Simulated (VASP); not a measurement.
# Al (P6_3/mmc) in VASP: further runs, part 2 of 2

VASP 6.6.1.

## 3. Single point, PBEsol

This run uses another cell than the first one, of 16.86 Å³/atom, 1.010 times its volume.

The input, INCAR:

```
PREC     = Accurate       # precision mode
ENCUT    = 520            # plane-wave cutoff, eV
EDIFF    = 1E-6           # SCF threshold, eV
ISMEAR   = 0              # smearing method
SIGMA    = 0.15           # smearing width, eV
LREAL    = F              # projectors in reciprocal space
LASPH    = T              # aspherical terms in the spheres
NELM     = 80             # most SCF steps
ALGO     = Normal         # electronic algorithm
ISIF     = 2              # what is computed and relaxed
LWAVE    = F              # write WAVECAR
LCHARG   = T              # write CHGCAR
GGA      = PS             # functional
LELF     = T              # ELF
LVHAR    = T            
NBANDS   = 10             # bands
```

The input, KPOINTS:

```
Automatic mesh
0
Gamma
  18 18 10
```

The input, POSCAR:

```
Al
1.0
    2.9694000000      0.0000000000      0.0000000000
   -1.4847000000      2.5715758340      0.0000000000
    0.0000000000      0.0000000000      4.4157000000
Al
2
Direct
    0.6666666667      0.3333333333      0.7500000000
    0.3333333333      0.6666666667      0.2500000000
```

Potentials or basis: VASP PAW PBE potentials, release 64 (Al).

Run with:

```bash
$ cat potpaw_PBE.64/Al/POTCAR > POTCAR
$ mpirun -np 1 vasp_std > vasp.out
```

OUTCAR:

```text
PREC = Accurate
   ENCUT = 520
   EDIFF = 1E-6
   ISMEAR = 0
   LREAL = F
   LASPH = T
   NELM = 80
   ISIF = 2
   GGA = PS

 ion  position               nearest neighbor table
   1  0.667  0.333  0.750-   2 2.80   2 2.80   2 2.80   2 2.80   2 2.80   2 2.80
   2  0.333  0.667  0.250-   1 2.80   1 2.80   1 2.80   1 2.80   1 2.80   1 2.80

  LATTYP: Found a hexagonal cell.
 ALAT       =     2.9694000000
 C/A-ratio  =     1.4870680946

  Lattice vectors:

 A1 = (   2.9694000000,   0.0000000000,   0.0000000000)
 A2 = (  -1.4847000000,   2.5715758340,   0.0000000000)
 A3 = (   0.0000000000,   0.0000000000,   4.4157000000)

Analysis of symmetry for initial positions (statically):
=====================================================================
 Subroutine PRICEL returns:
 Original cell was already a primitive cell.

 Routine SETGRP: Setting up the symmetry group for a
 hexagonal supercell.

 Subroutine GETGRP returns: Found 24 space group operations
 (whereof 12 operations were pure point group operations)
 out of a pool of 24 trial point group operations.

The static configuration has the point symmetry D_3d.
 The point group associated with its full space group is D_6h.

Analysis of symmetry for dynamics (positions and initial velocities):
=====================================================================
 Subroutine PRICEL returns:
 Original cell was already a primitive cell.

 Routine SETGRP: Setting up the symmetry group for a
 hexagonal supercell.

 Subroutine GETGRP returns: Found 24 space group operations
 (whereof 12 operations were pure point group operations)
 out of a pool of 24 trial point group operations.

The dynamic configuration has the point symmetry D_3d.
 The point group associated with its full space group is D_6h.

 Subroutine INISYM returns: Found 24 space group operations
 (whereof 12 operations are pure point group operations),
 and found     1 'primitive' translations

----------------------------------------------------------------------------------------

                                     Primitive cell

  volume of cell :      33.7184

  direct lattice vectors                    reciprocal lattice vectors
     2.969400000  0.000000000  0.000000000     0.336768371  0.194433309  0.000000000
    -1.484700000  2.571575834  0.000000000     0.000000000  0.388866619  0.000000000
     0.000000000  0.000000000  4.415700000     0.000000000  0.000000000  0.226464660

  length of vectors
     2.969400000  2.969400000  4.415700000     0.388866619  0.388866619  0.226464660

  position of ions in fractional coordinates (direct lattice)
     0.666666667  0.333333333  0.750000000
     0.333333333  0.666666667  0.250000000

  ion indices of the primitive-cell ions
   primitive index   ion index
                 1           1
                 2           2

----------------------------------------------------------------------------------------

 KPOINTS: Automatic mesh

Automatic generation of k-mesh.
 Grid dimensions read from file:
 generate k-points for:   18   18   10

 Generating k-lattice:

[... 21 lines left out ...]
  0.166667 -0.000000  0.000000      6.000000
  0.222222 -0.000000  0.000000      6.000000
  0.277778 -0.000000  0.000000      6.000000
[... 16 lines left out ...]
  0.333333  0.111111  0.000000     12.000000
  0.388889  0.111111  0.000000     12.000000
 [... further k-points ...]
   k-points           NKPTS =    222   k-points in BZ     NKDIM =    222   number of bands    NBANDS=     10
   number of dos      NEDOS =    301   number of ions     NIONS =      2
   total plane-waves  NPLWV =  20736
   dimension x,y,z NGX =    24 NGY =   24 NGZ =   36
   dimension x,y,z NGXF=    48 NGYF=   48 NGZF=   72
   ions per type =               2
   NGX,Y,Z   is equivalent  to a cutoff of  13.44, 13.44, 13.55 a.u.
   NGXF,Y,Z  is equivalent  to a cutoff of  26.87, 26.87, 27.11 a.u.
 SYSTEM =  unknown system
   PREC   = accura    normal or accurate (medium, high low for compatibility)
   ISTART =      0    job   : 0-new  1-cont  2-samecut
   ICHARG =      2    charge: 1-file 2-atom 10-const
   ISPIN  =      1    spin polarized calculation?
   LNONCOLLINEAR =      F non collinear calculations
   LSORBIT =      F    spin-orbit coupling
   LASPH  =      T    aspherical Exc in radial PAW
   ENCUT  =  520.0 eV  38.22 Ry    6.18 a.u.   5.52  5.52  8.21*2*pi/ulx,y,z
   NELM   =     80;   NELMIN=  2; NELMDL= -5     # of ELM steps
   EDIFF  = 0.1E-05   stopping-criterion for ELM
   LREAL  =      F    real-space projection
   EDIFFG = 0.1E-04   stopping-criterion for IOM
   NSW    =      0    number of steps for IOM
   IBRION =     -1    ionic relax: 0-MD 1-quasi-New 2-CG
   NFREE  =      0    steps in history (QN), initial steepest desc. (CG)
   ISIF   =      2    stress and relaxation
   ISYM   =      2    0-nonsym 1-usesym 2-fastsym
   POTIM  = 0.5000    time-step for ionic-motion
   TEBEG  =    0.0;   TEEND  =   0.0 temperature during run
   PSTRESS=    0.0 pullay stress
   NELECT =       6.0000    total number of electrons
   NUPDOWN=      -1.0000    fix difference up-down
   EMIN   =  10.00;   EMAX   =-10.00  energy-range for DOS
   EFERMI =   0.00;   METHOD = LEGACY
   ISMEAR =     0;   SIGMA  =   0.15  broadening in eV -4-tet -1-fermi 0-gaus
   EFERMI_NEDOS =   21; number of points for ismear=-14 and -15
   IALGO  =     38    algorithm
   IMIX   =      4    mixing-type and parameters
     AMIX     =   0.40;   BMIX     =  1.00
     AMIX_MAG =   1.60;   BMIX_MAG =  1.00
  volume/ion in A,a.u.               =      16.86       113.77
  Fermi-wavevector in a.u.,A,eV,Ry     =   0.920809  1.740076 11.536224  0.847889
  Thomas-Fermi vector in A             =   2.046155
   LORBIT       =      0    0 simple, 1 ext, 2 COOP (PROOUT), +10 PAW based schemes
   GGA     = PS    functional components
   LHFCALC =     F    Hartree Fock is set to
   AEXX    =    0.0000 exact exchange contribution
   IVDW    =     0    specifies the selected vdW correction
   LEPSILON=     F    determine dielectric tensor
   LRPA    =     F    only Hartree local field effects (RPA)
 non-spin polarized calculation
 Gauss-broadening in eV      SIGMA  =   0.15
  energy-cutoff  :      520.00
  volume of cell :       33.72
 maximum number of plane-waves:       935
 NGX is ok and might be reduce to    24
   NGX = 11   NGY = 11   NGZ = 17

 number of electron       6.0000000 magnetization

 Free energy of the ion-electron system (eV)
  ---------------------------------------------------
  ext. energy  EPLUGINS =         0.00000000
  ---------------------------------------------------
  free energy    TOTEN  =        -8.06880454 eV

  energy without entropy =       -8.05875030  energy(sigma->0) =       -8.06377742

 E-fermi :   7.7164     XC(G=0): -10.1755

 val. band max:        7.6824295657   @ k =   0.3333   0.2778   0.3000
 cond. band min:       7.7250295876   @ k =   0.2778   0.1111   0.4000
 fundamental gap:      0.0426000219
 Fermi energy:         7.7163957319

 k-point     1 :       0.0000    0.0000    0.0000
  band No.  band energies     occupation
      1      -3.2635      2.00000
      2       3.7748      2.00000
      3       4.5412      2.00000
      4      16.6151      0.00000
      5      16.6151      0.00000
      6      17.4072      0.00000
      7      17.4072      0.00000
      8      20.0315      0.00000
      9      20.2081      0.00000
     10      22.4778      0.00000
[... 287 lines left out ...]
 k-point    24 :       0.3889    0.1111    0.0000
  band No.  band energies     occupation
      1       1.2754      2.00000
      2       3.6839      2.00000
      3       7.9540      0.02508
      4       8.8143      0.00000
      5       9.7233      0.00000
      6      10.4500      0.00000
      7      11.6417      0.00000
      8      16.2757      0.00000
      9      16.7679      0.00000
     10      17.0397      0.00000

 [... further k-points ...]

------------------------ aborting loop because EDIFF is reached ----------------------------------------

  FORCE on cell =-STRESS in cart. coord.  units (eV):
  Direction    XX          YY          ZZ          XY          YZ          ZX
  --------------------------------------------------------------------------------------
  -------------------------------------------------------------------------------------
  Total       -0.7577967     -0.7577967      0.5479672      0.0000000      0.0000000      0.0000000
  in kB      -36.0077238    -36.0077238     26.0373940      0.0000000      0.0000000      0.0000000
  external PRESSURE =     -15.3260178 kB  Pullay stress =       0.0000000 kB

 VOLUME and BASIS-vectors are now :
 -----------------------------------------------------------------------------
  energy-cutoff  :      520.00
  volume of cell :       33.72
      direct lattice vectors                 reciprocal lattice vectors
     2.969400000  0.000000000  0.000000000     0.336768371  0.194433309  0.000000000
    -1.484700000  2.571575834  0.000000000     0.000000000  0.388866619  0.000000000
     0.000000000  0.000000000  4.415700000     0.000000000  0.000000000  0.226464660

 POSITION                                       TOTAL-FORCE (eV/Angst)
 -----------------------------------------------------------------------------------
      1.48470      0.85719      3.31177        -0.000000      0.000000      0.000000
     -0.00000      1.71438      1.10393         0.000000      0.000000      0.000000
 -----------------------------------------------------------------------------------
    total drift:                                0.000000     -0.000000     -0.000000

  FREE ENERGIE OF THE ION-ELECTRON SYSTEM (eV)
  ---------------------------------------------------
  free  energy   TOTEN  =        -8.0688045416 eV

  energy  without entropy=       -8.0587503018  energy(sigma->0) =       -8.06377742
```

Wall time 16 s (1 thread of Intel Xeon 6975P-C (Granite Rapids), shared host); peak memory 0.19 GiB.

What came out:

```
Free energy            : -8.0688 eV
Pressure               : -1.5 GPa
Band gap on the k mesh : zero (band 3 reaches 13.17 eV, above the bottom of band 4 at 4.40 eV)
```

Levels at points of the mesh, in eV from the Fermi level:
```csv
k point,band 1,band 2,band 3,band 4,band 5,band 6,band 7,band 8
"(0.00, 0.00, 0.00)",-10.98,-3.94,-3.18,8.90,8.90,9.69,9.69,12.32
"(0.50, 0.00, 0.00)",-5.69,-5.30,0.73,1.75,2.01,2.37,4.42,6.35
"(0.00, 0.00, 0.50)",-9.09,-9.09,5.22,5.22,10.43,10.43,10.43,10.43
"(0.50, 0.00, 0.50)",-3.99,-3.99,-3.32,-3.32,6.05,6.05,7.38,7.38
```

Caveat: the PAW data sets were made with another functional, which shifts forces and pressure a little.

## 4. Single point, PBEsol

This run uses another cell than the first one, of 16.77 Å³/atom, 1.005 times its volume.

The input, INCAR:

```
SYSTEM = Al
PREC     = Accurate       ! precision mode
ENCUT    = 520            ! plane-wave cutoff, eV
EDIFF    = 1E-7           ! SCF threshold, eV
ISMEAR   = 0              ! smearing method
SIGMA    = 0.15           ! smearing width, eV
LREAL    = .FALSE.        ! projectors in reciprocal space
LASPH    = .TRUE.         ! aspherical terms in the spheres
NELM     = 80             ! most SCF steps
ALGO     = Normal         ! electronic algorithm
ISIF     = 2              ! what is computed and relaxed
LWAVE    = .FALSE.        ! write WAVECAR
LCHARG   = .FALSE.        ! write CHGCAR
GGA      = PS             ! functional
NBANDS   = 10             ! bands
```

The input, KPOINTS:

```
Automatic mesh
0
G
  18 18 10
  0 0 0
```

The input, POSCAR:

```
Al
1.0
    2.8896000000      0.0000000000      0.0000000000
   -1.4448000000      2.5024670068      0.0000000000
    0.0000000000      0.0000000000      4.6382883863
Al
2
Direct
    0.6666666667      0.3333333333      0.7500000000
    0.3333333333      0.6666666667      0.2500000000
```

Run with:

```bash
$ cat potpaw_PBE.64/Al/POTCAR > POTCAR
$ mpirun -np 1 vasp_std > vasp.out
```

Wall time 16 s (1 thread of Intel Xeon 6975P-C (Granite Rapids), shared host); peak memory 0.19 GiB.

It converged, with:

| Item | Value |
| --- | --- |
| Free energy | -8.1124 eV |
| Pressure | -2.0 GPa |
| Band gap on the k mesh | zero (band 3 reaches 12.13 eV, above the bottom of band 4 at 4.55 eV) |

Stress tensor (GPa, compression positive):
```
-2.42  0.00  0.00
 0.00 -2.42  0.00
 0.00  0.00 -1.08
```

Levels at points of the mesh, in eV from the Fermi level:
```tsv
k point	band 1	band 2	band 3	band 4	band 5	band 6	band 7
(0.00, 0.00, 0.00)	-11.02	-4.43	-4.14	10.14	10.14	10.66	10.66
(0.50, 0.00, 0.00)	-5.36	-5.11	0.62	1.27	1.55	1.84	5.31
(0.00, 0.00, 0.50)	-9.31	-9.31	3.73	3.73	11.46	11.46	11.46
(0.50, 0.00, 0.50)	-3.90	-3.90	-3.23	-3.23	6.78	6.78	7.55
```

Caveat: the PAW data sets were made with another functional, which shifts forces and pressure a little.

## 5. Single point, PBEsol

This run uses another cell than the first one, of 14.25 Å³/atom, 0.854 times its volume.

The input, INCAR:

```
PREC = Accurate
ENCUT = 520
EDIFF = 1E-7
ISMEAR = 0
SIGMA = 0.15
LREAL = F
LASPH = T
NELM = 60
ALGO = Normal
ISIF = 2
LWAVE = F
LCHARG = F
GGA = PS
NBANDS = 10
```

The input, KPOINTS:

```
regular mesh
0
Gamma
  18 18 10
```

The input, POSCAR:

```
Al
1.0
    2.7300000000      0.0000000000      0.0000000000
   -1.3650000000      2.3642493523      0.0000000000
    0.0000000000      0.0000000000      4.4157000000
Al
2
Direct
    0.6666666667      0.3333333333      0.7500000000
    0.3333333333      0.6666666667      0.2500000000
```

Run with:

```bash
$ cat potpaw_PBE.64/Al/POTCAR > POTCAR
$ mpirun -np 1 vasp_std > vasp.out
```

Run time: 15 s. Hardware: 1 thread of Intel Xeon 6975P-C (Granite Rapids), shared host; peak memory 0.17 GiB.

It converged, with:

| Item | Value |
| --- | --- |
| Free energy | -7.9534 eV |
| Pressure | 14.4 GPa |
| Band gap on the k mesh | zero (band 3 reaches 14.14 eV, above the bottom of band 4 at 6.15 eV) |

Stress tensor (GPa, compression positive):
```
14.08  0.00  0.00
 0.00 14.08  0.00
 0.00  0.00 15.11
```

Levels at points of the mesh, in eV from the Fermi level:
```
           k point  band 1  band 2  band 3  band 4  band 5  band 6  band 7
(0.00, 0.00, 0.00)  -12.19   -5.13   -4.48   11.64   11.64   11.65   11.65
(0.50, 0.00, 0.00)   -5.78   -5.76    0.60    1.31    1.51    2.14    6.18
(0.00, 0.00, 0.50)  -10.31  -10.31    3.93    3.93   12.56   12.56   12.56
(0.50, 0.00, 0.50)   -4.41   -4.41   -3.42   -3.42    7.75    7.75    7.91
```

Caveat: the PAW data sets were made with another functional, which shifts forces and pressure a little.

## 6. Summary

```tsv
cell	gap on the mesh (eV)	pressure (GPa)
a = 2.929, b = 2.930, c = 4.490 Å, angles 90.0, 90.0, 120.0°, 2 atoms	none	-1.3
a = 2.969, b = 2.969, c = 4.416 Å, angles 90.0, 90.0, 120.0°, 2 atoms	none	-1.5
a = 2.890, b = 2.890, c = 4.638 Å, angles 90.0, 90.0, 120.0°, 2 atoms	none	-2.0
a = 2.730, b = 2.730, c = 4.416 Å, angles 90.0, 90.0, 120.0°, 2 atoms	none	14.4
```

Alike in all rows: task single point; level PBEsol; potentials or basis VASP PAW PBE potentials, release 64 (Al); no spin polarisation; k mesh 18 × 18 × 10; cutoff (eV) 520; smearing gaussian 0.15 eV.

Caveats: the PAW data sets were made with another functional, which shifts forces and pressure a little.

Absolute energies hang on the potentials; compare differences alone.
